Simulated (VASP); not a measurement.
# Os (Fm-3m) in VASP: a series of runs

Runs on Os. Level: LDA. Tasks: single point.

Everything below comes from runs of VASP 6.6.1. Logs are shortened: lines on timing, memory, paths and dates and some standing lists are left out, and cuts for length are marked.

## (1) The cell of the first run

The structure is cubic, space group Fm-3m (No. 225). Conventional cell: a = 3.700 Å, b = 3.700 Å, c = 3.700 Å, α = 90.00°, β = 90.00°, γ = 90.00°. Within 3.5 Å of Os (site symmetry m-3m) lie 12 Os at 2.62 Å.

## (2) Single point, LDA (volume scaled by 0.92)

The input, INCAR:

```
SYSTEM = Os
ALGO = Normal ; EDIFF = 1E-6
ENCUT = 520 ; ISIF = 2
ISMEAR = -1 ; LASPH = .TRUE.
LCHARG = .FALSE. ; LREAL = .FALSE.
LWAVE = .FALSE. ; NBANDS = 10
NELM = 80 ; PREC = Accurate
SIGMA = 0.1
```

The input, KPOINTS:

```
k-points
0
G
  16 16 16
  0 0 0
```

The input, POSCAR:

```
Os
1.0
    0.0000000000      1.8497834961      1.8497834961
    1.8497834961      0.0000000000      1.8497834961
    1.8497834961      1.8497834961      0.0000000000
Os
1
Direct
    0.0000000000      0.0000000000      0.0000000000
```

Potentials or basis: VASP PAW LDA potentials, release 64 (Os).

The run is started by

```console
> cat potpaw_LDA.64/Os/POTCAR > POTCAR
> mpirun -np 1 vasp_std > vasp.out
```

OUTCAR:

```text
SYSTEM = Os
   EDIFF = 1E-6
   ENCUT = 520
   ISIF = 2
   ISMEAR = -1
   LASPH = .TRUE.
   LREAL = .FALSE.
   NELM = 80
   PREC = Accurate

 ion  position               nearest neighbor table
   1  0.000  0.000  0.000-

  LATTYP: Found a face centered cubic cell.
 ALAT       =     3.6995669922

  Lattice vectors:

 A1 = (   0.0000000000,   1.8497834961,   1.8497834961)
 A2 = (   1.8497834961,   0.0000000000,   1.8497834961)
 A3 = (   1.8497834961,   1.8497834961,   0.0000000000)

Analysis of symmetry for initial positions (statically):
=====================================================================
 Subroutine PRICEL returns:
 Original cell was already a primitive cell.

 Routine SETGRP: Setting up the symmetry group for a
 face centered cubic supercell.

 Subroutine GETGRP returns: Found 48 space group operations
 (whereof 48 operations were pure point group operations)
 out of a pool of 48 trial point group operations.

The static configuration has the point symmetry O_h .

Analysis of symmetry for dynamics (positions and initial velocities):
=====================================================================
 Subroutine PRICEL returns:
 Original cell was already a primitive cell.

 Routine SETGRP: Setting up the symmetry group for a
 face centered cubic supercell.

 Subroutine GETGRP returns: Found 48 space group operations
 (whereof 48 operations were pure point group operations)
 out of a pool of 48 trial point group operations.

The dynamic configuration has the point symmetry O_h .

 Subroutine INISYM returns: Found 48 space group operations
 (whereof 48 operations are pure point group operations),
 and found     1 'primitive' translations

----------------------------------------------------------------------------------------

                                     Primitive cell

  volume of cell :      12.6588

  direct lattice vectors                    reciprocal lattice vectors
     0.000000000  1.849783496  1.849783496    -0.270301903  0.270301903  0.270301903
     1.849783496  0.000000000  1.849783496     0.270301903 -0.270301903  0.270301903
     1.849783496  1.849783496  0.000000000     0.270301903  0.270301903 -0.270301903

  length of vectors
     2.615988908  2.615988908  2.615988908     0.468176630  0.468176630  0.468176630

  position of ions in fractional coordinates (direct lattice)
     0.000000000  0.000000000  0.000000000

  ion indices of the primitive-cell ions
   primitive index   ion index
                 1           1
[... 71 lines left out ...]
   NELM   =     80;   NELMIN=  2; NELMDL= -5     # of ELM steps
   EDIFF  = 0.1E-05   stopping-criterion for ELM
   LREAL  =      F    real-space projection
   EDIFFG = 0.1E-04   stopping-criterion for IOM
   NSW    =      0    number of steps for IOM
   IBRION =     -1    ionic relax: 0-MD 1-quasi-New 2-CG
   NFREE  =      0    steps in history (QN), initial steepest desc. (CG)
   ISIF   =      2    stress and relaxation
   ISYM   =      2    0-nonsym 1-usesym 2-fastsym
   POTIM  = 0.5000    time-step for ionic-motion
   TEBEG  =    0.0;   TEEND  =   0.0 temperature during run
   PSTRESS=    0.0 pullay stress
   NELECT =       8.0000    total number of electrons
   NUPDOWN=      -1.0000    fix difference up-down
   EMIN   =  10.00;   EMAX   =-10.00  energy-range for DOS
   EFERMI =   0.00;   METHOD = LEGACY
   ISMEAR =    -1;   SIGMA  =   0.10  broadening in eV -4-tet -1-fermi 0-gaus
   EFERMI_NEDOS =   21; number of points for ismear=-14 and -15
   IALGO  =     38    algorithm
   IMIX   =      4    mixing-type and parameters
     AMIX     =   0.40;   BMIX     =  1.00
     AMIX_MAG =   1.60;   BMIX_MAG =  1.00
  volume/ion in A,a.u.               =      12.66        85.43
  Fermi-wavevector in a.u.,A,eV,Ry     =   1.404884  2.654847 26.853822  1.973700
  Thomas-Fermi vector in A             =   2.527401
   LORBIT       =      0    0 simple, 1 ext, 2 COOP (PROOUT), +10 PAW based schemes
   GGA     = CA    functional components
   LHFCALC =     F    Hartree Fock is set to
   AEXX    =    0.0000 exact exchange contribution
   IVDW    =     0    specifies the selected vdW correction
   LEPSILON=     F    determine dielectric tensor
   LRPA    =     F    only Hartree local field effects (RPA)
 non-spin polarized calculation
  energy-cutoff  :      520.00
  volume of cell :       12.66
 maximum number of plane-waves:       360
   NGX =  9   NGY =  9   NGZ =  9

 number of electron       8.0000000 magnetization

 Free energy of the ion-electron system (eV)
  ---------------------------------------------------
  ext. energy  EPLUGINS =         0.00000000
  ---------------------------------------------------
  free energy    TOTEN  =       -12.36918492 eV

  energy without entropy =      -12.34662020  energy(sigma->0) =      -12.35790256

 E-fermi :  10.9437     XC(G=0): -14.7474

 val. band max:       10.9385576439   @ k =   0.4375   0.3125   0.1250
 cond. band min:      10.9483551202   @ k =   0.0000   0.0000   0.0000
 fundamental gap:      0.0097974763
 Fermi energy:        10.9437484009

 k-point     1 :       0.0000    0.0000    0.0000
  band No.  band energies     occupation
      1      -0.7767      2.00000
      2       7.3722      2.00000
      3       7.3722      2.00000
      4       7.3722      2.00000
      5      10.9484      0.97697
      6      10.9484      0.97697
      7      25.0884      0.00000
      8      31.4894      0.00000
      9      31.4894      0.00000
     10      31.4894      0.00000
[... 287 lines left out ...]
 k-point    24 :      -0.0625    0.0625    0.0000
  band No.  band energies     occupation
      1      -0.2363      2.00000
      2       7.0126      2.00000
      3       7.6002      2.00000
      4       7.6722      2.00000
      5      10.5670      1.95481
      6      10.9667      0.88551
      7      26.1075      0.00000
      8      29.6960      0.00000
      9      31.8580      0.00000
     10      32.7713      0.00000

 [... further k-points ...]
[... 5 lines left out ...]
  --------------------------------------------------------------------------------------
  -------------------------------------------------------------------------------------
  Total        3.6841772      3.6841772      3.6841772     -0.0000000      0.0000000      0.0000000
  in kB      466.2924676    466.2924676    466.2924676     -0.0000000      0.0000000      0.0000000
  external PRESSURE =     466.2924676 kB  Pullay stress =       0.0000000 kB

 VOLUME and BASIS-vectors are now :
 -----------------------------------------------------------------------------
  energy-cutoff  :      520.00
  volume of cell :       12.66
      direct lattice vectors                 reciprocal lattice vectors
     0.000000000  1.849783496  1.849783496    -0.270301903  0.270301903  0.270301903
     1.849783496  0.000000000  1.849783496     0.270301903 -0.270301903  0.270301903
     1.849783496  1.849783496  0.000000000     0.270301903  0.270301903 -0.270301903

 POSITION                                       TOTAL-FORCE (eV/Angst)
 -----------------------------------------------------------------------------------
      0.00000      0.00000      0.00000         0.000000      0.000000      0.000000
 -----------------------------------------------------------------------------------
    total drift:                               -0.000000     -0.000000     -0.000000

  FREE ENERGIE OF THE ION-ELECTRON SYSTEM (eV)
  ---------------------------------------------------
  free  energy   TOTEN  =       -12.3691849232 eV

  energy  without entropy=      -12.3466201994  energy(sigma->0) =      -12.35790256
```

OSZICAR:

```text
N       E                     dE             d eps       ncg     rms          rms(c)
DAV:   1     0.372657776341E+02    0.37266E+02   -0.43195E+03  2948   0.754E+02
DAV:   2    -0.120980596340E+02   -0.49364E+02   -0.46342E+02  3052   0.210E+02
DAV:   3    -0.130935279956E+02   -0.99547E+00   -0.99181E+00  3464   0.272E+01
DAV:   4    -0.130955505911E+02   -0.20226E-02   -0.20224E-02  3156   0.138E+00
DAV:   5    -0.130955567151E+02   -0.61239E-05   -0.61235E-05  3222   0.685E-02    0.286E+01
DAV:   6    -0.125530647958E+02    0.54249E+00   -0.47568E-01  3414   0.556E+00    0.138E+01
DAV:   7    -0.123741982207E+02    0.17887E+00   -0.38627E-01  3510   0.473E+00    0.904E-01
DAV:   8    -0.123709196313E+02    0.32786E-02   -0.19880E-03  3042   0.384E-01    0.555E-01
DAV:   9    -0.123691940262E+02    0.17256E-02   -0.13717E-03  3326   0.380E-01    0.140E-02
DAV:  10    -0.123691857000E+02    0.83262E-05   -0.13246E-05  3040   0.290E-02    0.124E-02
DAV:  11    -0.123691849232E+02    0.77675E-06   -0.58166E-07  1930   0.120E-02
   1 F= -.12369185E+02 E0= -.12357903E+02  d E =-.225647E-01
```

stdout:

```text
POSCAR found type information on POSCAR Os
 POSCAR found :  1 types and       1 ions
 scaLAPACK will be used
 LDA part: xc-table for (Slater(with rela. corr.)+CA(PZ))
 , standard interpolation
 POSCAR, INCAR and KPOINTS ok, starting setup
 FFT: planning ... GRIDC
 FFT: planning ... GRID_SOFT
 FFT: planning ... GRID
 WAVECAR not read
 entering main loop
```

It took 19 s on 1 thread of AMD EPYC 7R43 (Zen 3), shared host; peak memory 0.1 GiB.

What came out:

* Free energy: -12.3692 eV
* Pressure: 46.6 GPa
* Band gap on the k mesh: zero (band 4 reaches 13.76 eV, above the bottom of band 5 at 8.91 eV)

Caveat: the cell differs from its parent crystal (volume scaled by 0.92); spin-orbit coupling is left out, which moves the levels of the heavy elements.

## (3) Single point, LDA (volume scaled by 0.96)

The input, INCAR:

```
PREC = Accurate
ENCUT = 520
EDIFF = 1E-7
ISMEAR = -1
SIGMA = 0.1
LREAL = False
LASPH = True
NELM = 100
ALGO = Normal
ISIF = 2
LWAVE = False
LCHARG = False
GGA = CA
NBANDS = 10
```

The input, KPOINTS:

```
Automatic mesh
0
Gamma
  16 16 16
```

The input, POSCAR:

```
Os
1.0
    0.0000000000      1.8762125453      1.8762125453
    1.8762125453      0.0000000000      1.8762125453
    1.8762125453      1.8762125453      0.0000000000
Os
1
Direct
    0.0000000000      0.0000000000      0.0000000000
```

Potentials or basis: VASP PAW LDA potentials, release 64 (Os).

The run is started by

```console
> cat potpaw_LDA.64/Os/POTCAR > POTCAR
> mpirun -np 1 vasp_std > vasp.out
```

OUTCAR:

```text
PREC = Accurate
   ENCUT = 520
   EDIFF = 1E-7
   ISMEAR = -1
   LREAL = False
   LASPH = True
   NELM = 100
   ISIF = 2
   GGA = CA

 ion  position               nearest neighbor table
   1  0.000  0.000  0.000-

  LATTYP: Found a face centered cubic cell.
 ALAT       =     3.7524250906

  Lattice vectors:

 A1 = (   0.0000000000,   1.8762125453,   1.8762125453)
 A2 = (   1.8762125453,   0.0000000000,   1.8762125453)
 A3 = (   1.8762125453,   1.8762125453,   0.0000000000)

Analysis of symmetry for initial positions (statically):
=====================================================================
 Subroutine PRICEL returns:
 Original cell was already a primitive cell.

 Routine SETGRP: Setting up the symmetry group for a
 face centered cubic supercell.

 Subroutine GETGRP returns: Found 48 space group operations
 (whereof 48 operations were pure point group operations)
 out of a pool of 48 trial point group operations.

The static configuration has the point symmetry O_h .

Analysis of symmetry for dynamics (positions and initial velocities):
=====================================================================
 Subroutine PRICEL returns:
 Original cell was already a primitive cell.

 Routine SETGRP: Setting up the symmetry group for a
 face centered cubic supercell.

 Subroutine GETGRP returns: Found 48 space group operations
 (whereof 48 operations were pure point group operations)
 out of a pool of 48 trial point group operations.

The dynamic configuration has the point symmetry O_h .

 Subroutine INISYM returns: Found 48 space group operations
 (whereof 48 operations are pure point group operations),
 and found     1 'primitive' translations

[... 106 lines left out ...]
   EFERMI =   0.00;   METHOD = LEGACY
   ISMEAR =    -1;   SIGMA  =   0.10  broadening in eV -4-tet -1-fermi 0-gaus
   EFERMI_NEDOS =   21; number of points for ismear=-14 and -15
   IALGO  =     38    algorithm
   IMIX   =      4    mixing-type and parameters
     AMIX     =   0.40;   BMIX     =  1.00
     AMIX_MAG =   1.60;   BMIX_MAG =  1.00
  volume/ion in A,a.u.               =      13.21        89.14
  Fermi-wavevector in a.u.,A,eV,Ry     =   1.385095  2.617449 26.102604  1.918487
  Thomas-Fermi vector in A             =   2.509537
   LORBIT       =      0    0 simple, 1 ext, 2 COOP (PROOUT), +10 PAW based schemes
   GGA     = CA    functional components
   LHFCALC =     F    Hartree Fock is set to
   AEXX    =    0.0000 exact exchange contribution
   IVDW    =     0    specifies the selected vdW correction
   LEPSILON=     F    determine dielectric tensor
   LRPA    =     F    only Hartree local field effects (RPA)
 non-spin polarized calculation
  energy-cutoff  :      520.00
  volume of cell :       13.21
 maximum number of plane-waves:       366
   NGX =  9   NGY =  9   NGZ =  9

 number of electron       8.0000001 magnetization

 Free energy of the ion-electron system (eV)
  ---------------------------------------------------
  ext. energy  EPLUGINS =         0.00000000
  ---------------------------------------------------
  free energy    TOTEN  =       -12.48459211 eV

  energy without entropy =      -12.46040295  energy(sigma->0) =      -12.47249753

 E-fermi :  10.2320     XC(G=0): -14.5040

 val. band max:       10.2276718168   @ k =   0.4375   0.3125   0.1250
 cond. band min:      10.2330694785   @ k =   0.0000   0.0000   0.0000
 fundamental gap:      0.0053976617
 Fermi energy:        10.2320148585

 k-point     1 :       0.0000    0.0000    0.0000
  band No.  band energies     occupation
      1      -1.0916      2.00000
      2       6.8840      2.00000
      3       6.8840      2.00000
      4       6.8840      2.00000
      5      10.2331      0.99473
      6      10.2331      0.99473
      7      24.4456      0.00000
      8      30.5753      0.00000
      9      30.5753      0.00000
     10      30.5753      0.00000
[... 287 lines left out ...]
 k-point    24 :      -0.0625    0.0625    0.0000
  band No.  band energies     occupation
      1      -0.5773      2.00000
      2       6.5484      2.00000
      3       7.0998      2.00000
      4       7.1653      2.00000
      5       9.8829      1.94086
      6      10.2532      0.89442
      7      25.4055      0.00000
      8      28.8225      0.00000
      9      30.9040      0.00000
     10      31.7901      0.00000

 [... further k-points ...]
[... 5 lines left out ...]
  --------------------------------------------------------------------------------------
  -------------------------------------------------------------------------------------
  Total        1.7360703      1.7360703      1.7360703      0.0000000     -0.0000000      0.0000000
  in kB      210.5725692    210.5725692    210.5725692      0.0000000     -0.0000000      0.0000000
  external PRESSURE =     210.5725692 kB  Pullay stress =       0.0000000 kB

 VOLUME and BASIS-vectors are now :
 -----------------------------------------------------------------------------
  energy-cutoff  :      520.00
  volume of cell :       13.21
      direct lattice vectors                 reciprocal lattice vectors
     0.000000000  1.876212545  1.876212545    -0.266494327  0.266494327  0.266494327
     1.876212545  0.000000000  1.876212545     0.266494327 -0.266494327  0.266494327
     1.876212545  1.876212545  0.000000000     0.266494327  0.266494327 -0.266494327

 POSITION                                       TOTAL-FORCE (eV/Angst)
 -----------------------------------------------------------------------------------
      0.00000      0.00000      0.00000         0.000000      0.000000      0.000000
 -----------------------------------------------------------------------------------
    total drift:                               -0.000000     -0.000000     -0.000000

  FREE ENERGIE OF THE ION-ELECTRON SYSTEM (eV)
  ---------------------------------------------------
  free  energy   TOTEN  =       -12.4845921059 eV

  energy  without entropy=      -12.4604029520  energy(sigma->0) =      -12.47249753
```

Run time: 18 s. Hardware: 1 thread of AMD EPYC 7R43 (Zen 3), shared host; peak memory 0.1 GiB.

What came out:

```
Free energy            : -12.4846 eV
Pressure               : 21.1 GPa
Band gap on the k mesh : zero (band 4 reaches 12.85 eV, above the bottom of band 5 at 8.34 eV)
```

Caveat: the cell differs from its parent crystal (volume scaled by 0.96); spin-orbit coupling is left out, which moves the levels of the heavy elements.

## (4) Single point, LDA

This run uses another cell than the first one, of 13.76 Å³/atom, 1.087 times its volume.

The input, INCAR:

```
ALGO = Normal
EDIFF = 1E-7
ENCUT = 520
GGA = CA
ISIF = 2
ISMEAR = -1
LASPH = True
LCHARG = True
LELF = True
LREAL = False
LVHAR = True
LWAVE = False
NBANDS = 10
NELM = 60
PREC = Accurate
SIGMA = 0.1
```

The input, KPOINTS:

```
k-points
0
Gamma
  16 16 16
```

The input, POSCAR:

```
Os
1.0
    0.0000000000      1.9019172812      1.9019172812
    1.9019172812      0.0000000000      1.9019172812
    1.9019172812      1.9019172812      0.0000000000
Os
1
Direct
    0.0000000000      0.0000000000      0.0000000000
```

The run is started by

```console
> cat potpaw_LDA.64/Os/POTCAR > POTCAR
> mpirun -np 1 vasp_std > vasp.out
```

Wall time 22 s (1 thread of AMD EPYC 7R43 (Zen 3), shared host); peak memory 0.1 GiB.

Results (log left out):

```yaml
Free_energy: -12.5216 eV
Pressure: 0.8 GPa
Band_gap_on_the_k_mesh: zero (band 4 reaches 12.04 eV, above the bottom of band 5 at 7.81 eV)
```

Levels at points of the mesh, in eV from the Fermi level:
```tsv
k point	band 1	band 2	band 3	band 4	band 5	band 6	band 7	band 8
(0.00, 0.00, 0.00)	-10.95	-3.15	-3.15	-3.15	0.00	0.00	14.26	20.14
(0.50, 0.00, 0.00)	-7.88	-3.30	-3.30	-0.15	2.48	2.48	9.20	13.81
(0.50, 0.50, 0.00)	-7.80	-7.10	2.45	2.46	3.18	3.18	12.40	12.40
```

Caveat: spin-orbit coupling is left out, which moves the levels of the heavy elements.

[end of part 1 of 2]
